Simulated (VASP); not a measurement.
Zn: single point with PBE

Zn:

```
Zn
1.0
     2.57610    0.00000    0.00000
    -1.28805    2.23097    0.00000
     0.00000    0.00000    3.03745
Zn
1
Direct
  0.00000 0.00000 0.50000
```

The cell was generated, and may not be a known phase.

* Program: VASP 6.6.1
* Task: single point
* Functional: PBE
* Potentials or basis: VASP PAW PBE potentials, release 64 (Zn)
* Cutoff: 520 eV
* k mesh: 24 × 24 × 18
* Occupations: gaussian, width 0.1 eV
* Spin: no spin polarisation
* Dipole correction: no
* Further INCAR settings: ALGO = Normal; EDIFF = 1e-07; NBANDS = 12

```json
{
  "Pressure": "0.3 GPa",
  "Band gap on the k mesh": "zero (bands 6 and 7 overlap by 7.43 eV)"
}
```

Stress tensor (GPa, compression positive):
```
0.41 0.00 0.00
0.00 0.41 0.00
0.00 0.00 0.03
```

Levels at points of the mesh, in eV from the Fermi level:
```tsv
k point	band 3	band 4	band 5	band 6	band 7	band 8	band 9	band 10
(0.00, 0.00, 0.00)	-7.58	-7.58	-6.98	-6.98	6.34	10.32	20.09	20.09
(0.50, 0.00, 0.00)	-7.45	-7.11	-6.69	-1.97	-0.24	12.59	13.35	15.49
(0.00, 0.00, 0.50)	-7.56	-7.06	-7.06	-5.19	-3.57	23.06	23.06	23.11
(0.50, 0.00, 0.50)	-7.22	-6.91	-6.68	0.34	3.25	3.25	6.62	15.08
```

Wall time 2.1 min on 1 thread of Intel Xeon 8259CL, on a shared host, peak memory 0.23 GiB.
